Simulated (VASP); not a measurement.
# TiAl (P-6m2) in VASP: notebook

The runs below take TiAl through single point, with r2SCAN.

Everything below comes from runs of VASP 6.6.1. Logs are shortened: lines on timing, memory, paths and dates and some standing lists are left out, and cuts for length are marked.

## 1. The cell of the first run

Symmetry: P-6m2, No. 187, hexagonal system. The conventional cell has a = 2.942 Å, b = 2.942 Å, c = 4.800 Å, α = 90.00°, β = 90.00°, γ = 120.00°. Ti (site symmetry -6m2) has 6 Al at 2.94 Å and 6 Ti at 2.94 Å within 3.9 Å. Within 3.9 Å of Al (site symmetry -6m2) lie 6 Ti at 2.94 Å and 6 Al at 2.94 Å.

## 2. Single point, r2SCAN

POSCAR

```
TiAl
1.0
    2.9417694317      0.0000000000      0.0000000000
   -1.4708847158      2.5476473356      0.0000000000
    0.0000000000      0.0000000000      4.7996456439
Ti Al
1 1
Direct
    0.0000000000      0.0000000000      0.0000000000
    0.3333333333      0.6666666667      0.5000000000
```

INCAR.step1

```
ALGO = Normal
EDIFF = 1E-4
ENCUT = 520
GGA = PE
ISMEAR = -1
LASPH = T
LCHARG = F
LREAL = F
LWAVE = T
NBANDS = 14
NELM = 100
PREC = Accurate
SIGMA = 0.15
```

INCAR.step2

```
ALGO = Normal
EDIFF = 1E-6
ENCUT = 520
ISIF = 2
ISMEAR = -1
ISTART = 1
LASPH = T
LCHARG = F
LMIXTAU = T
LREAL = F
LWAVE = F
METAGGA = R2SCAN
NBANDS = 14
NELM = 100
PREC = Accurate
SIGMA = 0.15
```

KPOINTS

```
k-points
0
Gamma
  12 12 6
```

Potentials or basis: VASP PAW PBE potentials, release 64 (Ti_sv, Al).

On the command line:

```bash
> cat potpaw_PBE.64/Ti_sv/POTCAR potpaw_PBE.64/Al/POTCAR > POTCAR
> cp INCAR.step1 INCAR
> mpirun -np 1 vasp_std > vasp.out
> cp INCAR.step2 INCAR
> mpirun -np 1 vasp_std > vasp.out
```

OUTCAR:

```text
EDIFF = 1E-6
   ENCUT = 520
   ISIF = 2
   ISMEAR = -1
   ISTART = 1
   LASPH = T
   LREAL = F
   METAGGA = R2SCAN
   NELM = 100
   PREC = Accurate

 ion  position               nearest neighbor table
   1  0.000  0.000  0.000-   2 2.94   2 2.94   2 2.94   2 2.94   2 2.94   2 2.94
   2  0.333  0.667  0.500-   1 2.94   1 2.94   1 2.94   1 2.94   1 2.94   1 2.94

  LATTYP: Found a hexagonal cell.
 ALAT       =     2.9417694317
 C/A-ratio  =     1.6315505873

  Lattice vectors:

 A1 = (   2.9417694317,   0.0000000000,   0.0000000000)
 A2 = (  -1.4708847158,   2.5476473356,   0.0000000000)
 A3 = (   0.0000000000,   0.0000000000,   4.7996456439)

Analysis of symmetry for initial positions (statically):
=====================================================================
 Subroutine PRICEL returns:
 Original cell was already a primitive cell.

 Routine SETGRP: Setting up the symmetry group for a
 hexagonal supercell.

 Subroutine GETGRP returns: Found 12 space group operations
 (whereof 12 operations were pure point group operations)
 out of a pool of 24 trial point group operations.

The static configuration has the point symmetry D_3h.

Analysis of symmetry for dynamics (positions and initial velocities):
=====================================================================
 Subroutine PRICEL returns:
 Original cell was already a primitive cell.

 Routine SETGRP: Setting up the symmetry group for a
 hexagonal supercell.

 Subroutine GETGRP returns: Found 12 space group operations
 (whereof 12 operations were pure point group operations)
 out of a pool of 24 trial point group operations.

The dynamic configuration has the point symmetry D_3h.

 Subroutine INISYM returns: Found 12 space group operations
 (whereof 12 operations are pure point group operations),
 and found     1 'primitive' translations

----------------------------------------------------------------------------------------

                                     Primitive cell

  volume of cell :      35.9714

  direct lattice vectors                    reciprocal lattice vectors
     2.941769432  0.000000000  0.000000000     0.339931468  0.196259503  0.000000000
    -1.470884716  2.547647336  0.000000000     0.000000000  0.392519006  0.000000000
     0.000000000  0.000000000  4.799645644     0.000000000  0.000000000  0.208348715

  length of vectors
     2.941769432  2.941769670  4.799645644     0.392519038  0.392519006  0.208348715

[... 83 lines left out ...]
   NSW    =      0    number of steps for IOM
   IBRION =     -1    ionic relax: 0-MD 1-quasi-New 2-CG
   NFREE  =      0    steps in history (QN), initial steepest desc. (CG)
   ISIF   =      2    stress and relaxation
   ISYM   =      2    0-nonsym 1-usesym 2-fastsym
   POTIM  = 0.5000    time-step for ionic-motion
   TEBEG  =    0.0;   TEEND  =   0.0 temperature during run
   PSTRESS=    0.0 pullay stress
   NELECT =      15.0000    total number of electrons
   NUPDOWN=      -1.0000    fix difference up-down
   EMIN   =  10.00;   EMAX   =-10.00  energy-range for DOS
   EFERMI =   0.00;   METHOD = LEGACY
   ISMEAR =    -1;   SIGMA  =   0.15  broadening in eV -4-tet -1-fermi 0-gaus
   EFERMI_NEDOS =   21; number of points for ismear=-14 and -15
   IALGO  =     38    algorithm
   IMIX   =      4    mixing-type and parameters
     AMIX     =   0.40;   BMIX     =  1.00
     AMIX_MAG =   1.60;   BMIX_MAG =  1.00
  volume/ion in A,a.u.               =      17.99       121.37
  Fermi-wavevector in a.u.,A,eV,Ry     =   1.223074  2.311275 20.353105  1.495911
  Thomas-Fermi vector in A             =   2.358198
   LORBIT       =      0    0 simple, 1 ext, 2 COOP (PROOUT), +10 PAW based schemes
   METAGGA = R2SCAN    functional components
   LHFCALC =     F    Hartree Fock is set to
   AEXX    =    0.0000 exact exchange contribution
   IVDW    =     0    specifies the selected vdW correction
   LEPSILON=     F    determine dielectric tensor
   LRPA    =     F    only Hartree local field effects (RPA)
 non-spin polarized calculation
  energy-cutoff  :      520.00
  volume of cell :       35.97
 maximum number of plane-waves:       990
 NGX is ok and might be reduce to    24
   NGX = 11   NGY = 11   NGZ = 17

 number of electron      14.9999997 magnetization

 Free energy of the ion-electron system (eV)
  ---------------------------------------------------
  ext. energy  EPLUGINS =         0.00000000
  ---------------------------------------------------
  free energy    TOTEN  =       -20.23288641 eV

  energy without entropy =      -20.07479482  energy(sigma->0) =      -20.15384061

 E-fermi :   7.1280     XC(G=0): -11.4044

 val. band max:        7.1065629369   @ k =   0.1667   0.1667   0.0000
 cond. band min:       7.1335010100   @ k =   0.3333  -0.0000   0.3333
 fundamental gap:      0.0269380731
 Fermi energy:         7.1279992298

 k-point     1 :       0.0000    0.0000    0.0000
  band No.  band energies     occupation
      1     -51.9515      2.00000
      2     -27.2147      2.00000
      3     -26.8542      2.00000
      4     -26.8541      2.00000
      5      -2.0030      2.00000
      6       4.7390      2.00000
      7       5.0435      2.00000
      8       8.4246      0.00035
      9       8.4247      0.00035
     10       9.8919      0.00000
     11       9.8919      0.00000
     12      10.9123      0.00000
     13      20.1223      0.00000
     14      20.1223      0.00000
[... 377 lines left out ...]
      1     -51.8966      2.00000
      2     -27.2086      2.00000
      3     -27.1597      2.00000
      4     -26.9355      2.00000
      5       0.7830      2.00000
      6       5.1271      2.00000
      7       6.4107      1.98338
      8       7.0430      1.27602
      9       9.3810      0.00000
     10       9.4660      0.00000
     11      10.1402      0.00000
     12      10.9492      0.00000
     13      13.1455      0.00000
     14      15.8973      0.00000

 [... further k-points ...]
[... 5 lines left out ...]
  --------------------------------------------------------------------------------------
  -------------------------------------------------------------------------------------
  Total       -1.5581463     -1.5581466     -2.3313063     -0.0000000      0.0000000      0.0000000
  in kB      -69.4003563    -69.4003713   -103.8371622     -0.0000000      0.0000000      0.0000000
  external PRESSURE =     -80.8792966 kB  Pullay stress =       0.0000000 kB

 VOLUME and BASIS-vectors are now :
 -----------------------------------------------------------------------------
  energy-cutoff  :      520.00
  volume of cell :       35.97
      direct lattice vectors                 reciprocal lattice vectors
     2.941769432  0.000000000  0.000000000     0.339931468  0.196259503  0.000000000
    -1.470884716  2.547647336  0.000000000     0.000000000  0.392519006  0.000000000
     0.000000000  0.000000000  4.799645644     0.000000000  0.000000000  0.208348715

 POSITION                                       TOTAL-FORCE (eV/Angst)
 -----------------------------------------------------------------------------------
      0.00000      0.00000      0.00000        -0.000000      0.000000      0.000000
     -0.00000      1.69843      2.39982         0.000000      0.000000      0.000000
 -----------------------------------------------------------------------------------
    total drift:                               -0.000003      0.000002      0.000000

  FREE ENERGIE OF THE ION-ELECTRON SYSTEM (eV)
  ---------------------------------------------------
  free  energy   TOTEN  =       -20.2328864096 eV

  energy  without entropy=      -20.0747948189  energy(sigma->0) =      -20.15384061
```

Run time: 2.1 min. Hardware: 1 thread of Intel Xeon Platinum 8124M at 3.00GHz (Skylake/Cascade Lake), shared host; peak memory 0.19 GiB.

Results:

```
Free energy : -20.2329 eV
Pressure    : -8.1 GPa
```

Stress tensor (GPa, compression positive):
```
 -6.94   0.00   0.00
  0.00  -6.94   0.00
  0.00   0.00 -10.38
```

Caveat: the PAW data sets were made with another functional, which shifts forces and pressure a little.

## 3. Single point, r2SCAN

This run uses another cell than the first one, of 18.65 Å³/atom, 1.037 times its volume.

POSCAR

```
TiAl
1.0
    2.9776482047      0.0000000000      0.0000000000
   -1.4888241023      2.5787192678      0.0000000000
    0.0000000000      0.0000000000      4.8581836771
Ti Al
1 1
Direct
    0.0000000000      0.0000000000      0.0000000000
    0.3333333333      0.6666666667      0.5000000000
```

INCAR.step1

```
PREC = Accurate ; ENCUT = 520
ISMEAR = -1 ; SIGMA = 0.15
LREAL = False ; LASPH = True
NELM = 80 ; NBANDS = 14
GGA = PE ; ALGO = Normal
EDIFF = 1E-4 ; LWAVE = True
LCHARG = False
```

INCAR.step2

```
PREC = Accurate ; ENCUT = 520
EDIFF = 1E-6 ; ISMEAR = -1
SIGMA = 0.15 ; LREAL = False
LASPH = True ; NELM = 80
ALGO = Normal ; ISIF = 2
LWAVE = False ; LCHARG = False
METAGGA = R2SCAN ; LMIXTAU = True
NBANDS = 14 ; ISTART = 1
```

KPOINTS

```
Automatic mesh
0
Gamma
  12 12 6
```

Potentials or basis: VASP PAW PBE potentials, release 64 (Ti_sv, Al).

On the command line:

```bash
> cat potpaw_PBE.64/Ti_sv/POTCAR potpaw_PBE.64/Al/POTCAR > POTCAR
> cp INCAR.step1 INCAR
> mpirun -np 1 vasp_std > vasp.out
> cp INCAR.step2 INCAR
> mpirun -np 1 vasp_std > vasp.out
```

Wall time 2.2 min (1 thread of Intel Xeon Platinum 8124M at 3.00GHz (Skylake/Cascade Lake), shared host); peak memory 0.19 GiB.

Results (log left out):

```
Free energy : -20.1543 eV
Pressure    : -10.8 GPa
```

Stress tensor (GPa, compression positive):
```
 -9.58   0.00   0.00
  0.00  -9.58   0.00
  0.00   0.00 -13.22
```

Levels at points of the mesh, in eV from the Fermi level:
| k point | band 4 | band 5 | band 6 | band 7 | band 8 | band 9 | band 10 | band 11 | band 12 | band 13 |
| --- | --- | --- | --- | --- | --- | --- | --- | --- | --- | --- |
| (0.00, 0.00, 0.00) | -34.10 | -8.96 | -2.35 | -2.06 | 1.24 | 1.24 | 2.64 | 2.64 | 3.60 | 12.66 |
| (0.50, 0.00, 0.00) | -34.19 | -3.68 | -3.01 | -1.34 | -0.88 | 2.06 | 3.60 | 3.65 | 3.95 | 4.90 |
| (0.00, 0.00, 0.50) | -34.10 | -8.14 | -5.41 | -0.40 | 1.26 | 1.26 | 2.58 | 2.58 | 6.63 | 10.18 |
| (0.50, 0.00, 0.50) | -34.19 | -3.57 | -2.52 | -1.75 | 0.19 | 0.93 | 1.88 | 2.77 | 3.60 | 5.96 |

Caveat: the PAW data sets were made with another functional, which shifts forces and pressure a little.
